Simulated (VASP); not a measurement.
Wanted: the native input for a VASP 6.6.1 run.

* Task: relaxation of cell and atoms
* Functional: PBEsol
* Potentials or basis: VASP PAW PBE potentials, release 64 (Sn_d, Ge_d)
* Cutoff: 600 eV
* k mesh: 10 × 10 × 10
* Occupations: gaussian, width 0.1 eV
* Spin: no spin polarisation
* Dipole correction: no
* Further INCAR settings: ALGO = Fast; EDIFF = 1e-06; IBRION = 2; EDIFFG = -0.005; NSW = 100; ISIF = 3

The structure of Sn2Ge lies in POSCAR:

```
Sn2Ge
1.0
    0.0000000000      3.4327523668      3.4327523668
    3.4327523668      0.0000000000      3.4327523668
    3.4327523668      3.4327523668      0.0000000000
Sn Ge
2 1
Direct
    0.7500000000      0.7500000000      0.7500000000
    0.2500000000      0.2500000000      0.2500000000
    0.0000000000      0.0000000000      0.0000000000
```

These files were run (other wordings do the same):

INCAR

```
  PREC = Accurate
  ENCUT = 600
  EDIFF = 1E-6
  ISMEAR = 0
  SIGMA = 0.1
  LREAL = F
  LASPH = T
  NELM = 60
  ALGO = Fast
  ISIF = 3
  LWAVE = F
  LCHARG = F
  GGA = PS
  IBRION = 2
  NSW = 100
  EDIFFG = -0.005
```

KPOINTS

```
regular mesh
0
Gamma
  10 10 10
```

Potentials or basis: VASP PAW PBE potentials, release 64 (Sn_d, Ge_d).

Command:

```console
$ cat potpaw_PBE.64/Sn_d/POTCAR potpaw_PBE.64/Ge_d/POTCAR > POTCAR
$ mpirun -np 1 vasp_std > vasp.out
```

Results of the run:

```yaml
Pressure_after_relaxing: 0.0 GPa
Band_gap_on_the_k_mesh: zero (bands 21 and 22 overlap by 1.54 eV)
```

Caveat: the relaxation stopped at its first step, so nothing moved; the PAW data sets were made with another functional, which shifts forces and pressure a little; spin-orbit coupling is left out, which moves the levels of the heavy elements.

Wall time 3.5 min on 1 thread of Intel Xeon 8259CL, with other jobs on the host, peak memory 0.31 GiB.
